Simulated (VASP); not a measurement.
HgTe (Coloradoite): single point with r2SCAN

Crystal: HgTe (Coloradoite).

```xyz
2
Lattice="0.0000 3.2775 3.2775 3.2775 0.0000 3.2775 3.2775 3.2775 0.0000" Properties=species:S:1:pos:R:3 pbc="T T T"
Hg    0.0000    0.0000    0.0000
Te    4.9163    4.9163    4.9163
```

```yaml
Program: VASP 6.6.1
Task: single point
Functional: r2SCAN
Potentials_or_basis: VASP PAW PBE potentials, release 64 (Hg, Te)
Cutoff: 520 eV
k_mesh: 6 × 6 × 6
Occupations: fermi-dirac, width 0.05 eV
Spin: no spin polarisation
```

| Property | Result |
| --- | --- |
| Pressure | 0.5 GPa |
| Band gap on the k mesh | zero (filled and empty bands touch) |

Levels at points of the mesh, in eV from the Fermi level:
| k point | band 6 | band 7 | band 8 | band 9 | band 10 | band 11 | band 12 | band 13 |
| --- | --- | --- | --- | --- | --- | --- | --- | --- |
| (0.00, 0.00, 0.00) | -6.92 | -0.56 | -0.04 | -0.04 | -0.04 | 4.61 | 4.61 | 4.61 |
| (0.50, 0.00, 0.00) | -6.62 | -5.40 | -0.98 | -0.98 | 0.91 | 5.38 | 5.38 | 7.11 |
| (0.50, 0.50, 0.00) | -6.48 | -5.39 | -2.21 | -2.21 | 2.06 | 2.80 | 8.51 | 9.23 |

Wall time 2.5 min on 1 thread of AMD EPYC 7R13 Processor (Zen 3), with other jobs on the host, peak memory 0.19 GiB.

Caveat: the PAW data sets were made with another functional, which shifts forces and pressure a little; spin-orbit coupling is left out, which moves the levels of the heavy elements.
